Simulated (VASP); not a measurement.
A run of VASP 6.6.1 is set up as follows.

INCAR

```
ALGO = Fast
EDIFF = 1E-6
ENCUT = 520
GGA = PE
ISIF = 2
ISMEAR = 0
LASPH = T
LCHARG = F
LREAL = F
LWAVE = F
NBANDS = 17
NELM = 100
PREC = Accurate
SIGMA = 0.1
```

The input KPOINTS:

```
k-points
0
Gamma
  22 22 20
```

File POSCAR:

```
Pt
1.0
    1.3635419461     -4.3992618812      0.0000000000
    1.3635419461      4.3992618812      0.0000000000
    0.0000000000      0.0000000000      2.7264794080
Pt
2
Direct
    0.8680410534      0.1319589466      0.7500000000
    0.1319589466      0.8680410534      0.2500000000
```

Potentials or basis: VASP PAW PBE potentials, release 64 (Pt).

Command:

```console
$ cat potpaw_PBE.64/Pt/POTCAR > POTCAR
$ mpirun -np 1 vasp_std > vasp.out
```

**Question.** Predict the pressure.

**Answer.** -0.5 GPa.

**Question.** Estimate the band gap on the k mesh.

**Answer.** Zero (bands 10 and 11 overlap by 1.47 eV).

Caveat: spin-orbit coupling is left out, which moves the levels of the heavy elements.
